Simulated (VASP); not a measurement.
Here is a VASP 6.6.1 calculation.

File INCAR:

```
SYSTEM = Ti3Al
ALGO = Normal
EDIFF = 1E-6
ENCUT = 520
GGA = PS
ISIF = 2
ISMEAR = 0
ISPIN = 2
LASPH = .True.
LCHARG = .False.
LMAXMIX = 4
LORBIT = 11
LREAL = .False.
LWAVE = .False.
MAGMOM = 0.9 0.9 0.9 0
NBANDS = 32
NELM = 150
NUPDOWN = 2.7
PREC = Accurate
SIGMA = 0.15
```

The input KPOINTS:

```
k-points
0
Gamma
  12 12 12
  0 0 0
```

The input POSCAR:

```
Ti3Al
1.0
    0.0000000000      3.2562326158      3.2562326158
    3.2562326158      0.0000000000      3.2562326158
    3.2562326158      3.2562326158      0.0000000000
Ti Al
3 1
Direct
    0.7500000000      0.7500000000      0.7500000000
    0.2500000000      0.2500000000      0.2500000000
    0.0000000000      0.0000000000      0.0000000000
    0.5000000000      0.5000000000      0.5000000000
```

Potentials or basis: VASP PAW PBE potentials, release 64 (Ti_sv, Al).

The run is started by

```console
$ cat potpaw_PBE.64/Ti_sv/POTCAR potpaw_PBE.64/Al/POTCAR > POTCAR
$ mpirun -np 1 vasp_std > vasp.out
```

What does it give for the pressure?

-5.6 GPa.

Caveat: the cell stands under tension; the PAW data sets were made with another functional, which shifts forces and pressure a little; the total moment is fixed, so each spin has its own Fermi level and the state may be an excited one.
